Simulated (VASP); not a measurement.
Set up this calculation in VASP 6.6.1, as the native input.

```
Task                   : single point
Functional             : revPBE
Potentials or basis    : VASP PAW PBE potentials, release 64 (Rh_pv)
Cutoff                 : 520 eV
k mesh                 : 10 × 10 × 13
Occupations            : fermi-dirac, width 0.1 eV
Spin                   : no spin polarisation
Dipole correction      : no
Further INCAR settings : ALGO = Normal; EDIFF = 1e-06; NBANDS = 30
```

The structure of Rh lies in POSCAR:

```
Rh
1.0
    4.1763879749      0.0000000000      0.0000000000
   -2.0881939875      3.6168580823      0.0000000000
    0.0000000000      0.0000000000      2.5637863247
Rh
3
Direct
    1.0000000000      0.0000000000      0.0000000000
    0.3333333333      0.6666666667      0.5000000000
    0.6666666667      0.3333333333      0.5000000000
```

This isn't the form of Rh at room conditions, which is fcc.

These files were run (other wordings do the same):

INCAR

```
PREC = Accurate
ENCUT = 520
EDIFF = 1E-6
ISMEAR = -1
SIGMA = 0.1
LREAL = False
LASPH = True
NELM = 100
ALGO = Normal
ISIF = 2
LWAVE = False
LCHARG = True
GGA = RE
LELF = True
LVHAR = True
NBANDS = 30
```

KPOINTS

```
Automatic mesh
0
Gamma
  10 10 13
```

Potentials or basis: VASP PAW PBE potentials, release 64 (Rh_pv).

The run is started by

```console
$ cat potpaw_PBE.64/Rh_pv/POTCAR > POTCAR
$ mpirun -np 1 vasp_std > vasp.out
```

It gave:

| Property | Result |
| --- | --- |
| Pressure | 40.0 GPa |
| Band gap on the k mesh | zero (an odd number of electrons rules out a gap without spin polarisation) |

Caveat: the cell stands under pressure; the PAW data sets were made with another functional, which shifts forces and pressure a little.

It took 98 s on 1 thread of Intel Xeon 8259CL (shared host), peak memory 0.21 GiB.
